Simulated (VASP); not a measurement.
Wanted: the native input for a VASP 6.6.1 run.

```yaml
Task: single point
Functional: PBE
Potentials_or_basis: VASP PAW PBE potentials, release 64 (Cr_sv, B)
Cutoff: 700 eV
k_mesh: 12 × 12 × 10
Occupations: gaussian, width 0.1 eV
Spin: no spin polarisation
Dipole_correction: no
Further_INCAR_settings: ALGO = Normal; EDIFF = 1e-06; NBANDS = 24
```

The structure of CrB5 lies in POSCAR:

```
CrB5
1.0
    3.3321736267      0.0000000000      0.0000000000
   -1.6660868133      2.8857470106      0.0000000000
    0.0000000000      0.0000000000      4.2164171832
Cr B
1 5
Direct
    0.0000000000      0.0000000000      0.5000000000
    0.3333333333      0.6666666667      0.2125779723
    0.6666666667      0.3333333333      0.2125779723
    0.6666666667      0.3333333333      0.7874220277
    0.3333333333      0.6666666667      0.7874220277
    0.0000000000      0.0000000000      0.0000000000
```

The cell was generated, and may not be a known phase.

The input as run:

INCAR

```
  ALGO = Normal
  EDIFF = 1E-6
  ENCUT = 700
  GGA = PE
  GGA_COMPAT = F
  ISIF = 2
  ISMEAR = 0
  LASPH = T
  LCHARG = F
  LREAL = F
  LWAVE = F
  NBANDS = 24
  NELM = 120
  PREC = Accurate
  SIGMA = 0.1
```

KPOINTS

```
k-points
0
Gamma
  12 12 10
```

Potentials or basis: VASP PAW PBE potentials, release 64 (Cr_sv, B).

The run is started by

```sh
$ cat potpaw_PBE.64/Cr_sv/POTCAR potpaw_PBE.64/B/POTCAR > POTCAR
$ mpirun -np 1 vasp_std > vasp.out
```

Results of the run:

The pressure is -0.3 GPa and the largest force is 0.018 eV/Å. The band gap on the k mesh is zero (an odd number of electrons rules out a gap without spin polarisation).

Caveat: an odd number of electrons without spin polarisation forces a metal; a magnetic or distorted state may lie lower; the run has no spin polarisation, though such a crystal can be magnetic.

Wall time 3.3 min on 1 thread of Intel(R) Xeon(R) Platinum 8375C CPU @ 2.90GHz (Ice Lake), on a shared host, peak memory 0.28 GiB.
